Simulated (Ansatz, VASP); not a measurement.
**One calculation of Zr, two programs**

```
Zr
1.0
     0.00000    2.89889    2.89889
     2.89889    0.00000    2.89889
     2.89889    2.89889    0.00000
Zr
2
Direct
  0.87500 0.87500 0.87500
  0.12500 0.12500 0.12500
```

Change from the starting cell: volume scaled by 0.88, LAPW.

Alike in both runs: task single point; functional LDA; k mesh 12 × 12 × 12; occupations fermi-dirac, width 0.08 eV; no spin polarisation.

|  | VASP | Ansatz |
| --- | --- | --- |
| version | VASP 6.6.1 | Ansatz 0.2.0 |
| potentials or method | VASP PAW LDA potentials, release 64 (Zr_sv), cutoff 520 eV | all-electron LAPW, scalar-relativistic |

Ansatz gave:

* pressure (GPa): 6.5

**Question.** What did VASP give for the same quantities?

**Answer.** Pressure (GPa): 6.7.

LDA's correlation is that of Perdew and Zunger in VASP and of Perdew and Wang (1992) in Ansatz. Ansatz ran all-electron here, and VASP with PAW potentials.
